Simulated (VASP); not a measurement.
# AlN (Fm-3m) in VASP: single point with PBE+D3(BJ)

Aim: the single point of AlN with PBE+D3(BJ).

All numbers are computed with VASP 6.6.1; they aren't measurements. Logs are shortened: lines on timing, memory, paths and dates and some standing lists are left out, and cuts for length are marked.

## (1) The cell of the first run

Symmetry: Fm-3m, No. 225, cubic system. Conventional cell: a = 4.069 Å, b = 4.069 Å, c = 4.069 Å, α = 90.00°, β = 90.00°, γ = 90.00°. Within 2.7 Å of Al (site symmetry m-3m) lie 6 N at 2.03 Å. N (site symmetry m-3m) has 6 Al at 2.03 Å within 2.7 Å.

## (2) Single point, PBE+D3(BJ)

Contents of INCAR:

```
SYSTEM = AlN
  PREC = Accurate
  ENCUT = 1330
  EDIFF = 1E-6
  ISMEAR = 0
  SIGMA = 0.1
  LREAL = .FALSE.
  LASPH = .TRUE.
  NELM = 120
  ALGO = Normal
  ISIF = 2
  LWAVE = .FALSE.
  LCHARG = .TRUE.
  GGA = PE
  IVDW = 12
  LELF = .TRUE.
  LVHAR = .TRUE.
  NBANDS = 11
  GGA_COMPAT = .FALSE.
```

Contents of KPOINTS:

```
Automatic mesh
0
G
  6 6 6
  0 0 0
```

Contents of POSCAR:

```
AlN
1.0
    0.0000000000      2.0345180000      2.0345180000
    2.0345180000      0.0000000000      2.0345180000
    2.0345180000      2.0345180000      0.0000000000
Al N
1 1
Direct
    0.5000000000      0.5000000000      0.5000000000
    0.0000000000      0.0000000000      0.0000000000
```

Potentials or basis: VASP PAW PBE potentials, release 64 (Al, N_h).

Run with:

```bash
$ cat potpaw_PBE.64/Al/POTCAR potpaw_PBE.64/N_h/POTCAR > POTCAR
$ mpirun -np 1 vasp_std > vasp.out
```

OUTCAR:

```text
SYSTEM = AlN
   PREC = Accurate
   ENCUT = 1330
   EDIFF = 1E-6
   ISMEAR = 0
   LREAL = .FALSE.
   LASPH = .TRUE.
   NELM = 120
   ISIF = 2
   GGA = PE
   IVDW = 12
 IVDW          = 12

 ion  position               nearest neighbor table
   1  0.500  0.500  0.500-   2 2.03   2 2.03   2 2.03   2 2.03   2 2.03   2 2.03
   2  0.000  0.000  0.000-   1 2.03   1 2.03   1 2.03   1 2.03   1 2.03   1 2.03

  LATTYP: Found a face centered cubic cell.
 ALAT       =     4.0690360000

  Lattice vectors:

 A1 = (   0.0000000000,   2.0345180000,   2.0345180000)
 A2 = (   2.0345180000,   0.0000000000,   2.0345180000)
 A3 = (   2.0345180000,   2.0345180000,   0.0000000000)

Analysis of symmetry for initial positions (statically):
=====================================================================
 Subroutine PRICEL returns:
 Original cell was already a primitive cell.

 Routine SETGRP: Setting up the symmetry group for a
 face centered cubic supercell.

 Subroutine GETGRP returns: Found 48 space group operations
 (whereof 48 operations were pure point group operations)
 out of a pool of 48 trial point group operations.

The static configuration has the point symmetry O_h .

Analysis of symmetry for dynamics (positions and initial velocities):
=====================================================================
 Subroutine PRICEL returns:
 Original cell was already a primitive cell.

 Routine SETGRP: Setting up the symmetry group for a
 face centered cubic supercell.

 Subroutine GETGRP returns: Found 48 space group operations
 (whereof 48 operations were pure point group operations)
 out of a pool of 48 trial point group operations.

The dynamic configuration has the point symmetry O_h .

 Subroutine INISYM returns: Found 48 space group operations
 (whereof 48 operations are pure point group operations),
 and found     1 'primitive' translations

----------------------------------------------------------------------------------------

                                     Primitive cell

  volume of cell :      16.8428

  direct lattice vectors                    reciprocal lattice vectors
     0.000000000  2.034518000  2.034518000    -0.245758455  0.245758455  0.245758455
     2.034518000  0.000000000  2.034518000     0.245758455 -0.245758455  0.245758455
     2.034518000  2.034518000  0.000000000     0.245758455  0.245758455 -0.245758455

  length of vectors
     2.877242948  2.877242948  2.877242948     0.425666130  0.425666130  0.425666130

  position of ions in fractional coordinates (direct lattice)
     0.500000000  0.500000000  0.500000000
     0.000000000  0.000000000  0.000000000

  ion indices of the primitive-cell ions
   primitive index   ion index
                 1           1
                 2           2

----------------------------------------------------------------------------------------

 KPOINTS: Automatic mesh

Automatic generation of k-mesh.
 Grid dimensions read from file:
 generate k-points for:    6    6    6

 Generating k-lattice:

  Cartesian coordinates                     Fractional coordinates (reciprocal lattice)
    -0.040959742  0.040959742  0.040959742     0.166666667  0.000000000  0.000000000
     0.040959742 -0.040959742  0.040959742     0.000000000  0.166666667  0.000000000
     0.040959742  0.040959742 -0.040959742     0.000000000  0.000000000  0.166666667

  Length of vectors
     0.070944355  0.070944355  0.070944355

  Shift w.r.t. Gamma in fractional coordinates (k-lattice)
     0.000000000  0.000000000  0.000000000

 Subroutine IBZKPT returns following result:
 ===========================================

 Found     16 irreducible k-points:

 Following reciprocal coordinates:
            Coordinates               Weight
  0.000000  0.000000  0.000000      1.000000
  0.166667  0.000000  0.000000      8.000000
  0.333333  0.000000  0.000000      8.000000
  0.500000  0.000000  0.000000      4.000000
  0.166667  0.166667  0.000000      6.000000
  0.333333  0.166667  0.000000     24.000000
[... 8 lines left out ...]
 -0.333333  0.333333  0.166667     24.000000
 -0.333333  0.500000  0.166667     12.000000
   k-points           NKPTS =     16   k-points in BZ     NKDIM =     16   number of bands    NBANDS=     11
   number of dos      NEDOS =    301   number of ions     NIONS =      2
   total plane-waves  NPLWV =  46656
   dimension x,y,z NGX =    36 NGY =   36 NGZ =   36
   dimension x,y,z NGXF=    72 NGYF=   72 NGZF=   72
   ions per type =               1   1
   NGX,Y,Z   is equivalent  to a cutoff of  20.80, 20.80, 20.80 a.u.
   NGXF,Y,Z  is equivalent  to a cutoff of  41.60, 41.60, 41.60 a.u.
 SYSTEM =  AlN
   PREC   = accura    normal or accurate (medium, high low for compatibility)
   ISTART =      0    job   : 0-new  1-cont  2-samecut
   ICHARG =      2    charge: 1-file 2-atom 10-const
   ISPIN  =      1    spin polarized calculation?
   LNONCOLLINEAR =      F non collinear calculations
   LSORBIT =      F    spin-orbit coupling
   LASPH  =      T    aspherical Exc in radial PAW
   ENCUT  = 1330.0 eV  97.75 Ry    9.89 a.u.   8.56  8.56  8.56*2*pi/ulx,y,z
   NELM   =    120;   NELMIN=  2; NELMDL= -5     # of ELM steps
   EDIFF  = 0.1E-05   stopping-criterion for ELM
   LREAL  =      F    real-space projection
   EDIFFG = 0.1E-04   stopping-criterion for IOM
   NSW    =      0    number of steps for IOM
   IBRION =     -1    ionic relax: 0-MD 1-quasi-New 2-CG
   NFREE  =      0    steps in history (QN), initial steepest desc. (CG)
   ISIF   =      2    stress and relaxation
   ISYM   =      2    0-nonsym 1-usesym 2-fastsym
   POTIM  = 0.5000    time-step for ionic-motion
   TEBEG  =    0.0;   TEEND  =   0.0 temperature during run
   PSTRESS=    0.0 pullay stress
   NELECT =       8.0000    total number of electrons
   NUPDOWN=      -1.0000    fix difference up-down
   EMIN   =  10.00;   EMAX   =-10.00  energy-range for DOS
   EFERMI =   0.00;   METHOD = LEGACY
   ISMEAR =     0;   SIGMA  =   0.10  broadening in eV -4-tet -1-fermi 0-gaus
   EFERMI_NEDOS =   21; number of points for ismear=-14 and -15
   IALGO  =     38    algorithm
   IMIX   =      4    mixing-type and parameters
     AMIX     =   0.40;   BMIX     =  1.00
     AMIX_MAG =   1.60;   BMIX_MAG =  1.00
  volume/ion in A,a.u.               =       8.42        56.83
  Fermi-wavevector in a.u.,A,eV,Ry     =   1.277321  2.413786 22.198561  1.631548
  Thomas-Fermi vector in A             =   2.409927
   LORBIT       =      0    0 simple, 1 ext, 2 COOP (PROOUT), +10 PAW based schemes
   GGA     = PE    functional components
   LHFCALC =     F    Hartree Fock is set to
   AEXX    =    0.0000 exact exchange contribution
   IVDW    =    12    specifies the selected vdW correction
   LEPSILON=     F    determine dielectric tensor
   LRPA    =     F    only Hartree local field effects (RPA)
 non-spin polarized calculation
 Gauss-broadening in eV      SIGMA  =   0.10
  energy-cutoff  :     1330.00
  volume of cell :       16.84
 maximum number of plane-waves:      1874
 NGX is ok and might be reduce to    36
   NGX = 17   NGY = 17   NGZ = 17

 number of electron       8.0000000 magnetization

 Free energy of the ion-electron system (eV)
  ---------------------------------------------------
  ext. energy  EPLUGINS =         0.00000000
  ---------------------------------------------------
  free energy    TOTEN  =       -14.54906433 eV

  energy without entropy =      -14.54906433  energy(sigma->0) =      -14.54906433

 E-fermi :  10.6406     XC(G=0): -12.2143

 val. band max:       10.1269487654   @ k =   0.0000   0.0000   0.0000
 cond. band min:      14.5463034281   @ k =   0.5000   0.5000   0.0000
 fundamental gap:      4.4193546627
 Fermi energy:        10.6406033098

 k-point     1 :       0.0000    0.0000    0.0000
  band No.  band energies     occupation
      1      -7.2573      2.00000
      2      10.1269      2.00000
      3      10.1269      2.00000
      4      10.1269      2.00000
      5      15.5335      0.00000
      6      22.2272      0.00000
      7      22.2272      0.00000
      8      22.2272      0.00000
      9      27.3171      0.00000
     10      27.7705      0.00000
     11      27.7705      0.00000

 k-point     2 :       0.1667    0.0000    0.0000
  band No.  band energies     occupation
      1      -6.7052      2.00000
      2       7.7453      2.00000
      3       9.8279      2.00000
      4       9.8279      2.00000
      5      16.7369      0.00000
      6      20.7848      0.00000
      7      22.7252      0.00000
      8      22.7252      0.00000
      9      25.5126      0.00000
     10      25.5126      0.00000
     11      27.7050      0.00000

 k-point     3 :       0.3333    0.0000    0.0000
  band No.  band energies     occupation
      1      -5.2360      2.00000
      2       3.9843      2.00000
      3       9.3118      2.00000
      4       9.3118      2.00000
      5      16.5152      0.00000
      6      21.6176      0.00000
      7      21.6176      0.00000
      8      22.0445      0.00000
      9      26.4080      0.00000
     10      27.7967      0.00000
     11      27.7967      0.00000

 k-point     4 :       0.5000    0.0000    0.0000
  band No.  band energies     occupation
      1      -4.0711      2.00000
      2       1.9388      2.00000
      3       9.0845      2.00000
      4       9.0845      2.00000
      5      16.1394      0.00000
      6      20.9676      0.00000
      7      20.9676      0.00000
      8      23.1426      0.00000
      9      26.0136      0.00000
     10      30.5873      0.00000
     11      30.5873      0.00000
[... 127 lines left out ...]
 k-point    14 :       0.5000    0.3333    0.1667
  band No.  band energies     occupation
      1      -4.1447      2.00000
      2       4.2002      2.00000
      3       6.3328      2.00000
      4       8.0542      2.00000
      5      18.1768      0.00000
      6      19.0085      0.00000
      7      20.1996      0.00000
      8      23.9647      0.00000
      9      26.7107      0.00000
     10      30.4924      0.00000
     11      33.6719      0.00000

 k-point    15 :      -0.3333    0.3333    0.1667
  band No.  band energies     occupation
      1      -3.2963      2.00000
      2       3.4390      2.00000
      3       5.4798      2.00000
      4       7.4768      2.00000
      5      18.1099      0.00000
      6      19.3533      0.00000
      7      21.5670      0.00000
      8      23.0600      0.00000
      9      27.9567      0.00000
     10      29.0679      0.00000
     11      34.6966      0.00000

 k-point    16 :      -0.3333    0.5000    0.1667
  band No.  band energies     occupation
      1      -3.0017      2.00000
      2       3.6221      2.00000
      3       5.6755      2.00000
      4       6.5080      2.00000
      5      16.8727      0.00000
      6      18.4017      0.00000
      7      22.5976      0.00000
      8      23.5419      0.00000
      9      27.8616      0.00000
     10      31.5013      0.00000
     11      34.6984      0.00000

------------------------ aborting loop because EDIFF is reached ----------------------------------------

 Edisp (eV)   -0.66615

 E8    (eV) :    -0.2596

  FORCE on cell =-STRESS in cart. coord.  units (eV):
  Direction    XX          YY          ZZ          XY          YZ          ZX
  --------------------------------------------------------------------------------------
  -------------------------------------------------------------------------------------
  Total      -0.69714    -0.69714    -0.69714     0.00000     0.00000     0.00000
  in kB     -66.31539   -66.31539   -66.31539     0.00000     0.00000     0.00000
  external pressure =      -66.32 kB  Pullay stress =        0.00 kB

 VOLUME and BASIS-vectors are now :
 -----------------------------------------------------------------------------
  energy-cutoff  :     1330.00
  volume of cell :       16.84
      direct lattice vectors                 reciprocal lattice vectors
     0.000000000  2.034518000  2.034518000    -0.245758455  0.245758455  0.245758455
     2.034518000  0.000000000  2.034518000     0.245758455 -0.245758455  0.245758455
     2.034518000  2.034518000  0.000000000     0.245758455  0.245758455 -0.245758455

 POSITION                                       TOTAL-FORCE (eV/Angst)
 -----------------------------------------------------------------------------------
      2.03452      2.03452      2.03452        -0.000000     -0.000000     -0.000000
      0.00000      0.00000      0.00000         0.000000      0.000000      0.000000
 -----------------------------------------------------------------------------------
    total drift:                               -0.000000     -0.000000      0.000000

  FREE ENERGIE OF THE ION-ELECTRON SYSTEM (eV)
  ---------------------------------------------------
  free  energy   TOTEN  =       -15.2152166919 eV

  energy  without entropy=      -15.2152166919  energy(sigma->0) =      -15.21521669
```

It took 12 s on 1 thread of AMD EPYC 7R13 (Zen 3), shared host; peak memory 0.18 GiB.

Results:

```yaml
Free_energy: -15.2152 eV
Pressure: -6.6 GPa
Band_gap_on_the_k_mesh: 4.42 eV (least direct gap 5.41 eV)
Dispersion_energy_per_atom: -0.333 eV
```

Caveat: the k points lie up to 0.45 Å⁻¹ apart; three body term missing. A k mesh can miss the band edges.
